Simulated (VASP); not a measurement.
Input of a VASP 6.6.1 run:

The input POSCAR:

```
TiO2
1.0
    5.5619881362      0.0000000000      0.0000000000
   -2.7809940681      4.8168230215      0.0000000000
    0.0000000000      0.0000000000      6.0602254533
Ti O
3 6
Direct
    0.4661652404      0.0000000000      0.3333333333
    0.0000000000      0.4661652404      0.6666666667
    0.5338347596      0.5338347596      0.0000000000
    0.4243155749      0.2570577455      0.2136009961
    0.7336355448      0.1325247158      0.5469343295
    0.8581685745      0.5663777154      0.8802676628
    0.2771109180      0.4042624024      0.7863990039
    0.1525778883      0.7135823723      0.4530656705
    0.5864308879      0.8381154020      0.1197323372
```

Contents of INCAR.step1:

```
PREC = Accurate
ENCUT = 520
ISMEAR = 0
SIGMA = 0.05
LREAL = F
LASPH = T
NELM = 80
NBANDS = 46
GGA = PE
ALGO = Normal
EDIFF = 1E-4
LWAVE = T
LCHARG = F
```

File INCAR.step2:

```
PREC = Accurate
ENCUT = 520
EDIFF = 1E-6
ISMEAR = 0
SIGMA = 0.05
LREAL = F
LASPH = T
NELM = 80
ALGO = Normal
ISIF = 2
LWAVE = F
LCHARG = F
METAGGA = R2SCAN
LMIXTAU = T
NBANDS = 46
ISTART = 1
```

The input KPOINTS:

```
regular mesh
0
Gamma
  6 6 4
```

Potentials or basis: VASP PAW PBE potentials, release 64 (Ti_sv, O).

The run is started by

```sh
$ cat potpaw_PBE.64/Ti_sv/POTCAR potpaw_PBE.64/O/POTCAR > POTCAR
$ cp INCAR.step1 INCAR
$ mpirun -np 1 vasp_std > vasp.out
$ cp INCAR.step2 INCAR
$ mpirun -np 1 vasp_std > vasp.out
```

Q: Predict the band gap on the k mesh.

A: 4.09 eV.

Q: Estimate the pressure.

A: 1.7 GPa.

Stress tensor (GPa, compression positive):
```
-0.13 -2.02 -1.10
-2.02  3.46 -0.96
-1.10 -0.96  1.84
```

Caveat: the cell differs from its parent crystal (all O atoms moved +0.100 Å, as atom 4 along Cartesian [1 -1 0]); the PAW data sets were made with another functional, which shifts forces and pressure a little. A k mesh can miss the band edges.
